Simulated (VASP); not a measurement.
Here is a VASP 6.6.1 calculation.

Contents of INCAR:

```
PREC = Accurate
ENCUT = 520
EDIFF = 1E-6
ISMEAR = 0
SIGMA = 0.01
LREAL = False
LASPH = True
NELM = 80
ALGO = Normal
ISIF = 2
LWAVE = False
LCHARG = True
GGA = CA
LELF = True
LVHAR = True
NBANDS = 29
```

File KPOINTS:

```
regular mesh
0
Gamma
  3 3 3
```

File POSCAR:

```
HfPbO3
1.0
    4.0644012241      0.0000000000      0.0000000000
    0.0000000000      4.0644012241      0.0000000000
    0.0000000000      0.0000000000      4.0644012241
Hf Pb O
1 1 3
Direct
    0.5000000000      0.5000000000      0.5000000000
    0.0000000000      0.0000000000      0.0000000000
    0.0000000000      0.5000000000      0.5000000000
    0.5000000000      0.0000000000      0.5000000000
    0.5000000000      0.5000000000      0.0000000000
```

Potentials or basis: VASP PAW LDA potentials, release 64 (Hf_pv, Pb_d, O).

Run with:

```bash
$ cat potpaw_LDA.64/Hf_pv/POTCAR potpaw_LDA.64/Pb_d/POTCAR potpaw_LDA.64/O/POTCAR > POTCAR
$ mpirun -np 1 vasp_std > vasp.out
```

(1) Estimate the pressure.

(2) Estimate the band gap on the k mesh.

Answers

(1) 1.7 GPa.

(2) 3.89 eV, indirect (least direct gap 4.01 eV).

Caveat: the k points lie up to 0.52 Å⁻¹ apart; spin-orbit coupling is left out, which moves the levels of the heavy elements.
